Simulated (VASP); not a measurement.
ClBr, 2 atoms in the cell. The cell holds a molecule in a box, 2 atoms: a = 9.000 Å, b = 9.000 Å, c = 12.000 Å, α = 90.00°, β = 90.00°, γ = 90.00°. 

* Program: VASP 6.6.1
* Task: single point
* Functional: revPBE
* Potentials or basis: VASP PAW PBE potentials, release 64 (Cl, Br)
* Cutoff: 340 eV
* k mesh: 1 × 1 × 1
* Occupations: gaussian, width 0.03 eV
* Spin: no spin polarisation
* Tolerance level: tight
* Purpose: levels
* Further INCAR settings: LREAL = Auto; ALGO = Normal; EDIFF = 1e-06; ISIF = 0

Potentials or basis: VASP PAW PBE potentials, release 64 (Cl, Br).

Launch:

```bash
$ cat potpaw_PBE.64/Cl/POTCAR potpaw_PBE.64/Br/POTCAR > POTCAR
$ mpirun -np 1 vasp_gam > vasp.out
```

Hardware: 1 thread of Intel(R) Xeon(R) Platinum 8375C CPU @ 2.90GHz (Ice Lake) (shared host).

**Question.** How long does it take, and how much memory?

**Answer.** Wall time 38 s on 1 thread of Intel(R) Xeon(R) Platinum 8375C CPU @ 2.90GHz (Ice Lake) (shared host), peak memory 0.46 GiB. Counts: scf iterations 24, k points 1.
